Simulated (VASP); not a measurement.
Runs of VASP 6.6.1 on Re. The structure is that of space group P6_3/mmc (No. 194), or close to it. The cells are those of the table. 

| cell | k mesh | gap on the mesh (eV) | pressure (GPa) |
| --- | --- | --- | --- |
| a = 2.814, b = 2.814, c = 9.070 Å, angles 90.0, 90.0, 120.0°, 4 atoms | 17 × 17 × 5 | none | (a) |
| a = 2.849, b = 2.849, c = 9.185 Å, angles 90.0, 90.0, 120.0°, 4 atoms | 17 × 17 × 5 | none | -24.3 |
| a = 2.777, b = 2.777, c = 8.952 Å, angles 90.0, 90.0, 120.0°, 4 atoms | 17 × 17 × 5 | none | -0.5 |
| a = 2.661, b = 2.661, c = 8.579 Å, angles 90.0, 90.0, 120.0°, 4 atoms | 17 × 17 × 5 | none | (b) |
| a = 2.740, b = 2.740, c = 8.831 Å, angles 90.0, 90.0, 120.0°, 4 atoms | 17 × 17 × 5 | none | 16.0 |
| a = 2.701, b = 2.701, c = 8.707 Å, angles 90.0, 90.0, 120.0°, 4 atoms | 17 × 17 × 5 | none | 36.6 |
| a = 2.884, b = 2.884, c = 9.297 Å, angles 90.0, 90.0, 120.0°, 4 atoms | 17 × 17 × 5 | none | -32.7 |
| a = 2.777, b = 2.777, c = 8.952 Å, angles 90.0, 90.0, 120.0°, 4 atoms | 13 × 13 × 4 | none | -0.5 |

Alike in all rows: task single point; level PBE; potentials or basis VASP PAW PBE potentials, release 64 (Re); no spin polarisation; cutoff (eV) 520; smearing fermi-dirac 0.1 eV.

Question: Estimate the missing entries.

Answer: (a) -13.8; (b) 62.4.

Caveats: spin-orbit coupling is left out, which moves the levels of the heavy elements; the cell stands under tension (at least some runs); the cell stands under pressure (at least some runs).

A k mesh can miss the band edges, and the runs leave out spin-orbit coupling on Re.

A gap of «none» marks levels without a gap at the run's occupations.
